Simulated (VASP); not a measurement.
# As2P2O7 (C2/m) in VASP: single point with r2SCAN

Aim: the single point of As2P2O7 with r2SCAN.

All numbers are computed with VASP 6.6.1; they aren't measurements. Logs are shortened: lines on timing, memory, paths and dates and some standing lists are left out, and cuts for length are marked.

### 1 The cell of the first run

It takes space group C2/m (No. 12, monoclinic). The conventional cell has a = 7.050 Å, b = 8.383 Å, c = 4.725 Å, α = 90.00°, β = 108.85°, γ = 90.00°. Within 2.1 Å of P (site symmetry m) lie 4 O at 1.55 to 1.59 Å. O (site symmetry 2/m) has 2 P at 1.59 Å within 2.1 Å. O (site symmetry 1) has 1 P at 1.55 Å and 1 As at 2.00 Å within 2.1 Å. O (site symmetry m) has 1 P at 1.57 Å and 2 As at 2.07 Å within 2.1 Å. As (site symmetry 2) has 6 O at 2.00 to 2.66 Å within 2.7 Å.

### 2 Single point, r2SCAN

POSCAR reads:

```
As2P2O7
1.0
    3.5249420000      4.1915160000      0.0000000000
    3.5249420000     -4.1915160000      0.0000000000
    1.5267380000      0.0000000000     -4.4719630000
P O As
2 7 2
Direct
    0.1998000000      0.1998000000      0.0883000000
    0.8002000000      0.8002000000      0.9117000000
    0.0000000000      0.0000000000      0.0000000000
    0.3568000000      0.0502000000      0.2708000000
    0.9498000000      0.6432000000      0.7292000000
    0.6432000000      0.9498000000      0.7292000000
    0.0502000000      0.3568000000      0.2708000000
    0.3759000000      0.3759000000      0.7839000000
    0.6241000000      0.6241000000      0.2161000000
    0.3122000000      0.6878000000      0.5000000000
    0.6878000000      0.3122000000      0.5000000000
```

INCAR.step1 reads:

```
SYSTEM = As2P2O7
PREC = Accurate
ENCUT = 520
ISMEAR = -1
SIGMA = 0.1422
LREAL = .FALSE.
LASPH = .TRUE.
NELM = 100
NBANDS = 42
GGA = PE
ALGO = Normal
EDIFF = 1E-4
LWAVE = .TRUE.
LCHARG = .FALSE.
```

INCAR.step2 reads:

```
SYSTEM = As2P2O7
PREC = Accurate
ENCUT = 520
EDIFF = 1E-7
ISMEAR = -1
SIGMA = 0.1422
LREAL = .FALSE.
LASPH = .TRUE.
NELM = 100
ALGO = Normal
ISIF = 2
LWAVE = .FALSE.
LCHARG = .TRUE.
METAGGA = R2SCAN
LMIXTAU = .TRUE.
LELF = .TRUE.
LVHAR = .TRUE.
NBANDS = 42
ISTART = 1
```

KPOINTS reads:

```
regular mesh
0
G
  5 5 6
  0 0 0
```

Potentials or basis: VASP PAW PBE potentials, release 64 (P, O, As).

Run with:

```console
> cat potpaw_PBE.64/P/POTCAR potpaw_PBE.64/O/POTCAR potpaw_PBE.64/As/POTCAR > POTCAR
> cp INCAR.step1 INCAR
> mpirun -np 1 vasp_std > vasp.out
> cp INCAR.step2 INCAR
> mpirun -np 1 vasp_std > vasp.out
```

OUTCAR:

```text
SYSTEM = As2P2O7
   PREC = Accurate
   ENCUT = 520
   EDIFF = 1E-7
   ISMEAR = -1
   LREAL = .FALSE.
   LASPH = .TRUE.
   NELM = 100
   ISIF = 2
   METAGGA = R2SCAN
   ISTART = 1

 ion  position               nearest neighbor table
   1  0.200  0.200  0.088-   4 1.55   7 1.55   8 1.57   3 1.59
   2  0.800  0.800  0.912-   5 1.55   6 1.55   9 1.57   3 1.59
   3  0.000  0.000  0.000-   1 1.59   2 1.59
   4  0.357  0.050  0.271-   1 1.55  10 2.00
   5  0.950  0.643  0.729-   2 1.55  10 2.00
   6  0.643  0.950  0.729-   2 1.55  11 2.00
   7  0.050  0.357  0.271-   1 1.55  11 2.00
   8  0.376  0.376  0.784-   1 1.57  10 2.07  11 2.07
   9  0.624  0.624  0.216-   2 1.57  10 2.07  11 2.07
  10  0.312  0.688  0.500-   4 2.00   5 2.00   8 2.07   9 2.07
  11  0.688  0.312  0.500-   6 2.00   7 2.00   8 2.07   9 2.07

  LATTYP: Found a base centered monoclinic cell.
 ALAT       =     7.0498840000
 B/A-ratio  =     1.1891021186
 C/A-ratio  =     0.6702801846
 COS(beta)  =    -0.3230919694

  Lattice vectors:

 A1 = (  -3.5249420000,  -4.1915160000,   0.0000000000)
 A2 = (  -3.5249420000,   4.1915160000,   0.0000000000)
 A3 = (   1.5267380000,   0.0000000000,  -4.4719630000)

Analysis of symmetry for initial positions (statically):
=====================================================================
 Subroutine PRICEL returns:
 Original cell was already a primitive cell.

 Routine SETGRP: Setting up the symmetry group for a
 base centered monoclinic supercell.

 Subroutine GETGRP returns: Found  4 space group operations
 (whereof  4 operations were pure point group operations)
 out of a pool of  4 trial point group operations.

The static configuration has the point symmetry C_2h.

Analysis of symmetry for dynamics (positions and initial velocities):
=====================================================================
 Subroutine PRICEL returns:
 Original cell was already a primitive cell.

 Routine SETGRP: Setting up the symmetry group for a
 base centered monoclinic supercell.

 Subroutine GETGRP returns: Found  4 space group operations
 (whereof  4 operations were pure point group operations)
 out of a pool of  4 trial point group operations.

The dynamic configuration has the point symmetry C_2h.

 Subroutine INISYM returns: Found  4 space group operations
 (whereof  4 operations are pure point group operations),
 and found     1 'primitive' translations

----------------------------------------------------------------------------------------

                                     Primitive cell

  volume of cell :     132.1452

  direct lattice vectors                    reciprocal lattice vectors
     3.524942000  4.191516000  0.000000000     0.141846306  0.119288582  0.048426641
     3.524942000 -4.191516000  0.000000000     0.141846306 -0.119288582  0.048426641
     1.526738000  0.000000000 -4.471963000     0.000000000  0.000000000 -0.223615446

  length of vectors
     5.476679878  5.476679878  4.725397549     0.191560120  0.191560120  0.223615446

  position of ions in fractional coordinates (direct lattice)
     0.199800000  0.199800000  0.088300000
     0.800200000  0.800200000  0.911700000
     0.000000000  0.000000000  0.000000000
     0.356800000  0.050200000  0.270800000
     0.949800000  0.643200000  0.729200000
     0.643200000  0.949800000  0.729200000
     0.050200000  0.356800000  0.270800000
     0.375900000  0.375900000  0.783900000
     0.624100000  0.624100000  0.216100000
     0.312200000  0.687800000  0.500000000
     0.687800000  0.312200000  0.500000000

  ion indices of the primitive-cell ions
   primitive index   ion index
                 1           1
                 2           2
                 3           3
                 4           4
                 5           5
                 6           6
                 7           7
                 8           8
                 9           9
                10          10
                11          11

----------------------------------------------------------------------------------------

 KPOINTS: regular mesh

Automatic generation of k-mesh.
 Grid dimensions read from file:
 generate k-points for:    5    5    6

 Generating k-lattice:

  Cartesian coordinates                     Fractional coordinates (reciprocal lattice)
     0.028369261  0.023857716  0.009685328     0.200000000 -0.000000000  0.000000000
     0.028369261 -0.023857716  0.009685328    -0.000000000  0.200000000  0.000000000
     0.000000000  0.000000000 -0.037269241     0.000000000  0.000000000  0.166666667

  Length of vectors
     0.038312024  0.038312024  0.037269241

  Shift w.r.t. Gamma in fractional coordinates (k-lattice)
     0.000000000  0.000000000  0.000000000

 Subroutine IBZKPT returns following result:
 ===========================================

 Found     48 irreducible k-points:

 Following reciprocal coordinates:
            Coordinates               Weight
  0.000000  0.000000  0.000000      1.000000
  0.200000  0.000000 -0.000000      4.000000
  0.400000  0.000000  0.000000      4.000000
  0.200000  0.200000 -0.000000      2.000000
  0.400000  0.200000 -0.000000      4.000000
 -0.400000  0.200000 -0.000000      4.000000
[... 16 lines left out ...]
 -0.200000 -0.400000  0.166667      4.000000
 -0.200000 -0.200000  0.166667      2.000000
 [... further k-points ...]
   k-points           NKPTS =     48   k-points in BZ     NKDIM =     48   number of bands    NBANDS=     42
   number of dos      NEDOS =    301   number of ions     NIONS =     11
   total plane-waves  NPLWV =  63504
   dimension x,y,z NGX =    42 NGY =   42 NGZ =   36
   dimension x,y,z NGXF=    84 NGYF=   84 NGZF=   72
   ions per type =               2   7   2
   NGX,Y,Z   is equivalent  to a cutoff of  12.75, 12.75, 12.67 a.u.
   NGXF,Y,Z  is equivalent  to a cutoff of  25.50, 25.50, 25.33 a.u.
 SYSTEM =  As2P2O7
   PREC   = accura    normal or accurate (medium, high low for compatibility)
   ISTART =      1    job   : 0-new  1-cont  2-samecut
   ICHARG =      0    charge: 1-file 2-atom 10-const
   ISPIN  =      1    spin polarized calculation?
   LNONCOLLINEAR =      F non collinear calculations
   LSORBIT =      F    spin-orbit coupling
   LASPH  =      T    aspherical Exc in radial PAW
   ENCUT  =  520.0 eV  38.22 Ry    6.18 a.u.  10.18 10.18  8.79*2*pi/ulx,y,z
   NELM   =    100;   NELMIN=  2; NELMDL=  0     # of ELM steps
   EDIFF  = 0.1E-06   stopping-criterion for ELM
   LREAL  =      F    real-space projection
   EDIFFG = 0.1E-05   stopping-criterion for IOM
   NSW    =      0    number of steps for IOM
   IBRION =     -1    ionic relax: 0-MD 1-quasi-New 2-CG
   NFREE  =      0    steps in history (QN), initial steepest desc. (CG)
   ISIF   =      2    stress and relaxation
   ISYM   =      2    0-nonsym 1-usesym 2-fastsym
   POTIM  = 0.5000    time-step for ionic-motion
   TEBEG  =    0.0;   TEEND  =   0.0 temperature during run
   PSTRESS=    0.0 pullay stress
   NELECT =      62.0000    total number of electrons
   NUPDOWN=      -1.0000    fix difference up-down
   EMIN   =  10.00;   EMAX   =-10.00  energy-range for DOS
   EFERMI =   0.00;   METHOD = LEGACY
   ISMEAR =    -1;   SIGMA  =   0.14  broadening in eV -4-tet -1-fermi 0-gaus
   EFERMI_NEDOS =   21; number of points for ismear=-14 and -15
   IALGO  =     38    algorithm
   IMIX   =      4    mixing-type and parameters
     AMIX     =   0.40;   BMIX     =  1.00
     AMIX_MAG =   1.60;   BMIX_MAG =  1.00
  volume/ion in A,a.u.               =      12.01        81.07
  Fermi-wavevector in a.u.,A,eV,Ry     =   1.272101  2.403923 22.017508  1.618241
  Thomas-Fermi vector in A             =   2.404998
   LORBIT       =      0    0 simple, 1 ext, 2 COOP (PROOUT), +10 PAW based schemes
   METAGGA = R2SCAN    functional components
   LHFCALC =     F    Hartree Fock is set to
   AEXX    =    0.0000 exact exchange contribution
   IVDW    =     0    specifies the selected vdW correction
   LEPSILON=     F    determine dielectric tensor
   LRPA    =     F    only Hartree local field effects (RPA)
 non-spin polarized calculation
  energy-cutoff  :      520.00
  volume of cell :      132.15
 maximum number of plane-waves:      3578
 NGX is ok and might be reduce to    42
   NGX = 21   NGY = 21   NGZ = 17

 number of electron      62.0000006 magnetization

 Free energy of the ion-electron system (eV)
  ---------------------------------------------------
  ext. energy  EPLUGINS =         0.00000000
  ---------------------------------------------------
  free energy    TOTEN  =      -104.06330515 eV

  energy without entropy =     -103.80467763  energy(sigma->0) =     -103.93399139

 E-fermi :   6.3664     XC(G=0): -10.7801

 val. band max:        6.3352182453   @ k =   0.4000   0.2000   0.3333
 cond. band min:       6.3784402713   @ k =   0.4000   0.2000  -0.0000
 fundamental gap:      0.0432220260
 Fermi energy:         6.3664483223

 k-point     1 :       0.0000    0.0000    0.0000
  band No.  band energies     occupation
      1     -20.2599      2.00000
      2     -18.6023      2.00000
      3     -18.0170      2.00000
      4     -17.1024      2.00000
      5     -17.0510      2.00000
      6     -16.7782      2.00000
[... 34 lines left out ...]
     41      12.4601      0.00000
     42      12.9041      0.00000

 k-point     2 :       0.2000    0.0000   -0.0000
  band No.  band energies     occupation
      1     -20.2146      2.00000
      2     -18.7751      2.00000
      3     -17.8701      2.00000
      4     -17.1115      2.00000
      5     -17.0596      2.00000
      6     -16.8448      2.00000
[... 979 lines left out ...]
     41      13.6604      0.00000
     42      13.7709      0.00000

 k-point    24 :      -0.2000   -0.2000    0.1667
  band No.  band energies     occupation
      1     -20.1162      2.00000
      2     -18.9401      2.00000
      3     -17.6792      2.00000
      4     -17.4012      2.00000
      5     -16.9960      2.00000
      6     -16.9014      2.00000
[... 34 lines left out ...]
     41      13.4497      0.00000
     42      13.7334      0.00000

 [... further k-points ...]

------------------------ aborting loop because EDIFF is reached ----------------------------------------

  FORCE on cell =-STRESS in cart. coord.  units (eV):
  Direction    XX          YY          ZZ          XY          YZ          ZX
  --------------------------------------------------------------------------------------
  -------------------------------------------------------------------------------------
  Total        8.3620541      7.1388823      2.2485842      0.0000000      0.0000000      2.9138784
  in kB      101.3846610     86.5544707     27.2626730      0.0000000      0.0000000     35.3289485
  external PRESSURE =      71.7339349 kB  Pullay stress =       0.0000000 kB

 VOLUME and BASIS-vectors are now :
 -----------------------------------------------------------------------------
  energy-cutoff  :      520.00
  volume of cell :      132.15
      direct lattice vectors                 reciprocal lattice vectors
     3.524942000  4.191516000  0.000000000     0.141846306  0.119288582  0.048426641
     3.524942000 -4.191516000  0.000000000     0.141846306 -0.119288582  0.048426641
     1.526738000  0.000000000 -4.471963000     0.000000000  0.000000000 -0.223615446

 POSITION                                       TOTAL-FORCE (eV/Angst)
 -----------------------------------------------------------------------------------
      1.54338      0.00000     -0.39487         0.405242     -0.000000     -0.468912
      7.03324      0.00000     -4.07709        -0.405242     -0.000000      0.468912
      0.00000      0.00000      0.00000        -0.000000     -0.000000      0.000000
      1.84809      1.28512     -1.21101        -0.418984     -1.985284      1.430517
      6.72853      1.28512     -3.26096         0.418984     -1.985284     -1.430517
      6.72853     -1.28512     -3.26096         0.418984      1.985284     -1.430517
      1.84809     -1.28512     -1.21101        -0.418984      1.985284      1.430517
      3.84686      0.00000     -3.50557        -1.786077     -0.000000     -2.648339
      4.72976      0.00000     -0.96639         1.786077     -0.000000      2.648339
      4.28831     -1.57433     -2.23598        -0.000000     -1.853958      0.000000
      4.28831      1.57433     -2.23598        -0.000000      1.853958     -0.000000
 -----------------------------------------------------------------------------------
    total drift:                               -0.000000     -0.000000      0.000000

  FREE ENERGIE OF THE ION-ELECTRON SYSTEM (eV)
  ---------------------------------------------------
  free  energy   TOTEN  =      -104.0633051472 eV

  energy  without entropy=     -103.8046776272  energy(sigma->0) =     -103.93399139
```

Wall time 10 min (1 thread of Intel Xeon Platinum 8488C (Sapphire Rapids), shared host); peak memory 0.39 GiB.

What came out:

```yaml
Free_energy: -104.0633 eV
Pressure: 7.2 GPa
Largest_force: 3.194 eV/Å
Band_gap_on_the_k_mesh: zero (bands 31 and 32 overlap by 0.22 eV)
```

Forces on the atoms (eV/Å):
```
P    0.405  0.000 -0.469
P   -0.405  0.000  0.469
O    0.000  0.000  0.000
O   -0.419 -1.985  1.431
O    0.419 -1.985 -1.431
O    0.419  1.985 -1.431
O   -0.419  1.985  1.431
O   -1.786  0.000 -2.648
O    1.786  0.000  2.648
As   0.000 -1.854  0.000
As   0.000  1.854  0.000
```

Stress tensor (GPa, compression positive):
```
10.14  0.00  3.53
 0.00  8.66  0.00
 3.53  0.00  2.73
```

Levels at points of the mesh, in eV from the Fermi level:
```
           k point  band 27  band 28  band 29  band 30  band 31  band 32  band 33  band 34  band 35  band 36
(0.00, 0.00, 0.00)    -5.61    -5.23    -5.11    -3.17    -0.23     0.16     2.64     3.19     3.61     4.30
(0.00, 0.00, 0.50)    -5.34    -4.62    -3.82    -2.37    -0.60     0.59     1.62     2.12     2.98     3.86
```

Caveat: the stress differs along the axes, from 3 to 10 GPa; the PAW data sets were made with another functional, which shifts forces and pressure a little.

The gap in the log of VASP goes by the Fermi energy; the results here count the filled bands.